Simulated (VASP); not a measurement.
# MgS in VASP: further runs

MgS is run at these levels: PBEsol; tasks: single point.

Program: VASP 6.6.1. These are calculated values, not measurements. Logs are shortened: lines on timing, memory, paths and dates and some standing lists are left out, and cuts for length are marked.

## (1) The cell of the first run

Symmetry: Fm-3m, No. 225, cubic system. Conventional cell: a = 5.368 Å, b = 5.368 Å, c = 5.368 Å, α = 90.00°, β = 90.00°, γ = 90.00°. Mg (site symmetry m-3m) has 6 S at 2.68 Å within 3.5 Å. S (site symmetry m-3m) has 6 Mg at 2.68 Å within 3.5 Å.

## (2) Single point, PBEsol (strained)

INCAR

```
SYSTEM = MgS
ALGO = Normal
EDIFF = 1E-7
ENCUT = 520
GGA = PS
ISIF = 2
ISMEAR = 0
LASPH = .TRUE.
LCHARG = .FALSE.
LREAL = .FALSE.
LWAVE = .FALSE.
NBANDS = 11
NELM = 60
PREC = Accurate
SIGMA = 0.02
```

KPOINTS

```
k-points
0
G
  8 8 8
  0 0 0
```

POSCAR

```
MgS
1.0
    0.0000000000      2.6839922225      2.6839922225
    2.6839922225      0.0000000000      2.6839922225
    2.6839922225      2.6839922225      0.0000000000
Mg S
1 1
Direct
    0.0000000000      0.0000000000      0.0000000000
    0.5000000000      0.5000000000      0.5000000000
```

Potentials or basis: VASP PAW PBE potentials, release 64 (Mg, S).

Command:

```bash
$ cat potpaw_PBE.64/Mg/POTCAR potpaw_PBE.64/S/POTCAR > POTCAR
$ mpirun -np 1 vasp_std > vasp.out
```

OUTCAR:

```text
SYSTEM = MgS
   EDIFF = 1E-7
   ENCUT = 520
   GGA = PS
   ISIF = 2
   ISMEAR = 0
   LASPH = .TRUE.
   LREAL = .FALSE.
   NELM = 60
   PREC = Accurate

 ion  position               nearest neighbor table
   1  0.000  0.000  0.000-   2 2.68   2 2.68   2 2.68   2 2.68   2 2.68   2 2.68
   2  0.500  0.500  0.500-   1 2.68   1 2.68   1 2.68   1 2.68   1 2.68   1 2.68

  LATTYP: Found a face centered cubic cell.
 ALAT       =     5.3679844450

  Lattice vectors:

 A1 = (   0.0000000000,   2.6839922225,   2.6839922225)
 A2 = (   2.6839922225,   0.0000000000,   2.6839922225)
 A3 = (   2.6839922225,   2.6839922225,   0.0000000000)

Analysis of symmetry for initial positions (statically):
=====================================================================
 Subroutine PRICEL returns:
 Original cell was already a primitive cell.

 Routine SETGRP: Setting up the symmetry group for a
 face centered cubic supercell.

 Subroutine GETGRP returns: Found 48 space group operations
 (whereof 48 operations were pure point group operations)
 out of a pool of 48 trial point group operations.

The static configuration has the point symmetry O_h .

Analysis of symmetry for dynamics (positions and initial velocities):
=====================================================================
 Subroutine PRICEL returns:
 Original cell was already a primitive cell.

 Routine SETGRP: Setting up the symmetry group for a
 face centered cubic supercell.

 Subroutine GETGRP returns: Found 48 space group operations
 (whereof 48 operations were pure point group operations)
 out of a pool of 48 trial point group operations.

The dynamic configuration has the point symmetry O_h .

 Subroutine INISYM returns: Found 48 space group operations
 (whereof 48 operations are pure point group operations),
 and found     1 'primitive' translations

----------------------------------------------------------------------------------------

                                     Primitive cell

  volume of cell :      38.6700

  direct lattice vectors                    reciprocal lattice vectors
     0.000000000  2.683992223  2.683992223    -0.186289661  0.186289661  0.186289661
     2.683992223  0.000000000  2.683992223     0.186289661 -0.186289661  0.186289661
     2.683992223  2.683992223  0.000000000     0.186289661  0.186289661 -0.186289661

  length of vectors
     3.795738202  3.795738202  3.795738202     0.322663157  0.322663157  0.322663157

  position of ions in fractional coordinates (direct lattice)
     0.000000000  0.000000000  0.000000000
     0.500000000  0.500000000  0.500000000

  ion indices of the primitive-cell ions
   primitive index   ion index
                 1           1
                 2           2

----------------------------------------------------------------------------------------

 KPOINTS: k-points

Automatic generation of k-mesh.
 Grid dimensions read from file:
 generate k-points for:    8    8    8

 Generating k-lattice:

  Cartesian coordinates                     Fractional coordinates (reciprocal lattice)
    -0.023286208  0.023286208  0.023286208     0.125000000  0.000000000  0.000000000
     0.023286208 -0.023286208  0.023286208     0.000000000  0.125000000  0.000000000
     0.023286208  0.023286208 -0.023286208     0.000000000  0.000000000  0.125000000

  Length of vectors
     0.040332895  0.040332895  0.040332895

  Shift w.r.t. Gamma in fractional coordinates (k-lattice)
     0.000000000  0.000000000  0.000000000

 Subroutine IBZKPT returns following result:
 ===========================================

 Found     29 irreducible k-points:

 Following reciprocal coordinates:
            Coordinates               Weight
  0.000000  0.000000  0.000000      1.000000
  0.125000  0.000000  0.000000      8.000000
  0.250000  0.000000  0.000000      8.000000
  0.375000  0.000000  0.000000      8.000000
  0.500000  0.000000  0.000000      4.000000
  0.125000  0.125000  0.000000      6.000000
[... 16 lines left out ...]
  0.500000  0.250000  0.125000     48.000000
 -0.375000  0.250000  0.125000     24.000000
 [... further k-points ...]
   k-points           NKPTS =     29   k-points in BZ     NKDIM =     29   number of bands    NBANDS=     11
   number of dos      NEDOS =    301   number of ions     NIONS =      2
   total plane-waves  NPLWV =  21952
   dimension x,y,z NGX =    28 NGY =   28 NGZ =   28
   dimension x,y,z NGXF=    56 NGYF=   56 NGZF=   56
   ions per type =               1   1
   NGX,Y,Z   is equivalent  to a cutoff of  12.26, 12.26, 12.26 a.u.
   NGXF,Y,Z  is equivalent  to a cutoff of  24.53, 24.53, 24.53 a.u.
 SYSTEM =  MgS
   PREC   = accura    normal or accurate (medium, high low for compatibility)
   ISTART =      0    job   : 0-new  1-cont  2-samecut
   ICHARG =      2    charge: 1-file 2-atom 10-const
   ISPIN  =      1    spin polarized calculation?
   LNONCOLLINEAR =      F non collinear calculations
   LSORBIT =      F    spin-orbit coupling
   LASPH  =      T    aspherical Exc in radial PAW
   ENCUT  =  520.0 eV  38.22 Ry    6.18 a.u.   7.06  7.06  7.06*2*pi/ulx,y,z
   NELM   =     60;   NELMIN=  2; NELMDL= -5     # of ELM steps
   EDIFF  = 0.1E-06   stopping-criterion for ELM
   LREAL  =      F    real-space projection
   EDIFFG = 0.1E-05   stopping-criterion for IOM
   NSW    =      0    number of steps for IOM
   IBRION =     -1    ionic relax: 0-MD 1-quasi-New 2-CG
   NFREE  =      0    steps in history (QN), initial steepest desc. (CG)
   ISIF   =      2    stress and relaxation
   ISYM   =      2    0-nonsym 1-usesym 2-fastsym
   POTIM  = 0.5000    time-step for ionic-motion
   TEBEG  =    0.0;   TEEND  =   0.0 temperature during run
   PSTRESS=    0.0 pullay stress
   NELECT =       8.0000    total number of electrons
   NUPDOWN=      -1.0000    fix difference up-down
   EMIN   =  10.00;   EMAX   =-10.00  energy-range for DOS
   EFERMI =   0.00;   METHOD = LEGACY
   ISMEAR =     0;   SIGMA  =   0.02  broadening in eV -4-tet -1-fermi 0-gaus
   EFERMI_NEDOS =   21; number of points for ismear=-14 and -15
   IALGO  =     38    algorithm
   IMIX   =      4    mixing-type and parameters
     AMIX     =   0.40;   BMIX     =  1.00
     AMIX_MAG =   1.60;   BMIX_MAG =  1.00
  volume/ion in A,a.u.               =      19.33       130.48
  Fermi-wavevector in a.u.,A,eV,Ry     =   0.968234  1.829697 12.755145  0.937477
  Thomas-Fermi vector in A             =   2.098186
   LORBIT       =      0    0 simple, 1 ext, 2 COOP (PROOUT), +10 PAW based schemes
   GGA     = PS    functional components
   LHFCALC =     F    Hartree Fock is set to
   AEXX    =    0.0000 exact exchange contribution
   IVDW    =     0    specifies the selected vdW correction
   LEPSILON=     F    determine dielectric tensor
   LRPA    =     F    only Hartree local field effects (RPA)
 non-spin polarized calculation
 Gauss-broadening in eV      SIGMA  =   0.02
  energy-cutoff  :      520.00
  volume of cell :       38.67
 maximum number of plane-waves:      1056
   NGX = 15   NGY = 15   NGZ = 15

 number of electron       8.0000000 magnetization

 Free energy of the ion-electron system (eV)
  ---------------------------------------------------
  ext. energy  EPLUGINS =         0.00000000
  ---------------------------------------------------
  free energy    TOTEN  =        -8.98292626 eV

  energy without entropy =       -8.98292626  energy(sigma->0) =       -8.98292626

 E-fermi :   3.0191     XC(G=0):  -9.4561

 val. band max:        2.8824413971   @ k =   0.0000   0.0000   0.0000
 cond. band min:       5.3884303802   @ k =   0.5000   0.5000   0.0000
 fundamental gap:      2.5059889831
 Fermi energy:         3.0190773555

 k-point     1 :       0.0000    0.0000    0.0000
  band No.  band energies     occupation
      1      -9.2996      2.00000
      2       2.8824      2.00000
      3       2.8824      2.00000
      4       2.8824      2.00000
      5       5.7909      0.00000
      6      10.7754      0.00000
      7      10.7754      0.00000
      8      10.7754      0.00000
      9      13.0770      0.00000
     10      13.0770      0.00000
     11      14.9453      0.00000

 k-point     2 :       0.1250    0.0000    0.0000
  band No.  band energies     occupation
      1      -9.1688      2.00000
      2       1.8674      2.00000
      3       2.7978      2.00000
      4       2.7978      2.00000
      5       6.6350      0.00000
      6      10.3756      0.00000
      7      10.9799      0.00000
      8      10.9799      0.00000
      9      12.3527      0.00000
     10      12.3527      0.00000
     11      14.7595      0.00000

 k-point     3 :       0.2500    0.0000    0.0000
  band No.  band energies     occupation
      1      -8.8191      2.00000
      2       0.2545      2.00000
      3       2.6117      2.00000
      4       2.6117      2.00000
      5       7.3405      0.00000
      6      10.5014      0.00000
      7      10.5014      0.00000
      8      10.6185      0.00000
      9      12.9214      0.00000
     10      12.9214      0.00000
     11      14.0285      0.00000

 k-point     4 :       0.3750    0.0000    0.0000
  band No.  band energies     occupation
      1      -8.4023      2.00000
      2      -1.0324      2.00000
      3       2.4463      2.00000
      4       2.4463      2.00000
      5       7.2450      0.00000
      6       9.8304      0.00000
      7       9.8304      0.00000
      8      11.6585      0.00000
      9      13.8627      0.00000
     10      14.7719      0.00000
     11      14.7719      0.00000
[... 239 lines left out ...]
 k-point    22 :       0.3750    0.2500    0.1250
  band No.  band energies     occupation
      1      -8.5483      2.00000
      2       0.0131      2.00000
      3       1.5953      2.00000
      4       2.2974      2.00000
      5       8.1610      0.00000
      6       9.2917      0.00000
      7       9.5449      0.00000
      8      11.6098      0.00000
      9      12.6891      0.00000
     10      15.3865      0.00000
     11      16.8928      0.00000

 k-point    23 :       0.5000    0.2500    0.1250
  band No.  band energies     occupation
      1      -8.2001      2.00000
      2      -0.7129      2.00000
      3       1.1054      2.00000
      4       2.0183      2.00000
      5       8.1526      0.00000
      6       8.9479      0.00000
      7      10.3716      0.00000
      8      11.3695      0.00000
      9      13.9927      0.00000
     10      16.4710      0.00000
     11      16.9779      0.00000

 k-point    24 :      -0.3750    0.2500    0.1250
  band No.  band energies     occupation
      1      -8.0374      2.00000
      2      -1.0440      2.00000
      3       0.9713      2.00000
      4       1.8717      2.00000
      5       8.1424      0.00000
      6       8.6615      0.00000
      7      10.9251      0.00000
      8      11.7396      0.00000
      9      14.6264      0.00000
     10      15.3439      0.00000
     11      17.7303      0.00000

 [... further k-points ...]

------------------------ aborting loop because EDIFF is reached ----------------------------------------

  FORCE on cell =-STRESS in cart. coord.  units (eV):
  Direction    XX          YY          ZZ          XY          YZ          ZX
  --------------------------------------------------------------------------------------
  -------------------------------------------------------------------------------------
  Total       -1.6542788     -1.6542788     -1.6542788      0.0000000      0.0000000     -0.0000000
  in kB      -68.5402263    -68.5402263    -68.5402263      0.0000000      0.0000000     -0.0000000
  external PRESSURE =     -68.5402263 kB  Pullay stress =       0.0000000 kB

 VOLUME and BASIS-vectors are now :
 -----------------------------------------------------------------------------
  energy-cutoff  :      520.00
  volume of cell :       38.67
      direct lattice vectors                 reciprocal lattice vectors
     0.000000000  2.683992223  2.683992223    -0.186289661  0.186289661  0.186289661
     2.683992223  0.000000000  2.683992223     0.186289661 -0.186289661  0.186289661
     2.683992223  2.683992223  0.000000000     0.186289661  0.186289661 -0.186289661

 POSITION                                       TOTAL-FORCE (eV/Angst)
 -----------------------------------------------------------------------------------
      0.00000      0.00000      0.00000        -0.000000     -0.000000      0.000000
      2.68399      2.68399      2.68399         0.000000      0.000000     -0.000000
 -----------------------------------------------------------------------------------
    total drift:                                0.000000      0.000000      0.000000

  FREE ENERGIE OF THE ION-ELECTRON SYSTEM (eV)
  ---------------------------------------------------
  free  energy   TOTEN  =        -8.9829262600 eV

  energy  without entropy=       -8.9829262600  energy(sigma->0) =       -8.98292626
```

It took 31 s on 1 thread of Intel Xeon 8259CL, shared host; peak memory 0.16 GiB.

What came out:

- Free energy: -8.9829 eV
- Pressure: -6.9 GPa
- Band gap on the k mesh: 2.51 eV (least direct gap 2.91 eV)

Caveat: the cell differs from its parent crystal (strained); the cell stands under tension; the PAW data sets were made with another functional, which shifts forces and pressure a little. A k mesh can miss the band edges.

## (3) Single point, PBEsol (strained and its atoms moved)

INCAR

```
PREC     = Accurate       # precision mode
ENCUT    = 520            # plane-wave cutoff, eV
EDIFF    = 1E-6           # SCF threshold, eV
ISMEAR   = 0              # smearing method
SIGMA    = 0.02           # smearing width, eV
LREAL    = False          # projectors in reciprocal space
LASPH    = True           # aspherical terms in the spheres
NELM     = 60             # most SCF steps
ALGO     = Normal         # electronic algorithm
ISIF     = 2              # what is computed and relaxed
LWAVE    = False          # write WAVECAR
LCHARG   = False          # write CHGCAR
GGA      = PS             # functional
NBANDS   = 11             # bands
```

KPOINTS

```
regular mesh
0
Gamma
  8 8 8
```

POSCAR

```
MgS
1.0
    0.0196944905      2.5997247790      2.6501967890
    2.7227047745      0.0000000000      2.6698912795
    2.7030102840      2.5997247790      0.0196944905
Mg S
1 1
Direct
    0.0068460850      0.0044288552     -0.0068460850
    0.4931539150      0.4955711448      0.5068460850
```

Potentials or basis: VASP PAW PBE potentials, release 64 (Mg, S).

Command:

```bash
$ cat potpaw_PBE.64/Mg/POTCAR potpaw_PBE.64/S/POTCAR > POTCAR
$ mpirun -np 1 vasp_std > vasp.out
```

It took 1.8 min on 1 thread of Intel Xeon 8259CL, shared host; peak memory 0.2 GiB.

The run converged. Its results:

| Item | Value |
| --- | --- |
| Free energy | -9.0236 eV |
| Pressure | -4.6 GPa |
| Largest force | 0.119 eV/Å |
| Band gap on the k mesh | 2.39 eV (least direct gap 3.06 eV) |

Forces in eV/Å, atoms in the order of the input:
```
Mg   0.014  0.000 -0.118
S   -0.014  0.000  0.118
```

Stress tensor (GPa, compression positive):
```
-6.09  0.00 -0.70
 0.00 -3.23  0.00
-0.70  0.00 -4.44
```

Levels at points of the mesh, in eV from the valence-band top:
| k point | band 1 | band 2 | band 3 | band 4 | band 5 | band 6 | band 7 | band 8 | band 9 |
| --- | --- | --- | --- | --- | --- | --- | --- | --- | --- |
| (0.00, 0.00, 0.00) | -12.49 | -0.20 | -0.15 | 0.00 | 3.06 | 7.53 | 7.84 | 7.97 | 9.91 |
| (0.50, 0.00, 0.00) | -11.29 | -4.69 | -0.75 | -0.62 | 4.14 | 6.40 | 6.83 | 9.35 | 11.58 |
| (0.00, 0.50, 0.00) | -11.32 | -4.74 | -0.64 | -0.60 | 4.25 | 6.58 | 6.85 | 9.36 | 11.53 |
| (0.50, 0.50, 0.00) | -10.97 | -4.09 | -1.86 | -1.53 | 2.48 | 4.30 | 11.19 | 12.11 | 12.50 |
| (0.50, 0.00, 0.50) | -10.90 | -4.07 | -1.90 | -1.65 | 2.39 | 4.23 | 11.42 | 12.21 | 12.57 |
| (0.00, 0.50, 0.50) | -11.04 | -4.10 | -1.70 | -1.54 | 2.58 | 4.36 | 11.00 | 12.44 | 12.55 |

Caveat: the cell differs from its parent crystal (strained and its atoms moved); the cell stands under tension; the PAW data sets were made with another functional, which shifts forces and pressure a little. A k mesh can miss the band edges.

[end of part 1 of 2]
